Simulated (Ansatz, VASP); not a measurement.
ZnS in VASP and in Ansatz

```
Zn S
1.0
     0.00000    2.64684    2.64684
     2.64684    0.00000    2.64684
     2.64684    2.64684    0.00000
Zn S
1 1
Direct
  0.75000 0.75000 0.75000
  0.00000 0.00000 0.00000
```

Alike in both runs: task single point; functional PBEsol-based global hybrid; k mesh 5 × 5 × 5; occupations fermi-dirac, width 0.05 eV; no spin polarisation.

|  | VASP | Ansatz |
| --- | --- | --- |
| version | VASP 6.6.1 | Ansatz 0.2.0 |
| potentials or method | VASP PAW PBE potentials, release 64 (Zn, S) | Ansatz PAW |
| plane-wave cutoff (eV) | 520 | 420 |
| valence electrons in the cell | 18 | 18 |

VASP gave:

```
gap on the k mesh at the Fermi level (eV) : 4.21
least direct gap on the mesh (eV)         : 4.21
pressure (GPa)                            : 3.4
```

Question: Which values does Ansatz return?

Answer: gap on the k mesh at the Fermi level (eV): 4.18; least direct gap on the mesh (eV): 4.18; pressure (GPa): 3.5.

VASP's potentials were made for PBE, not for PBEsol-based global hybrid. With one functional, cell and mesh, what is left measures potentials, basis and numerics.

Noted on Ansatz's run: odd divisions of the mesh miss points on the zone boundary, where band edges often lie, so the gap on the mesh can be too wide.
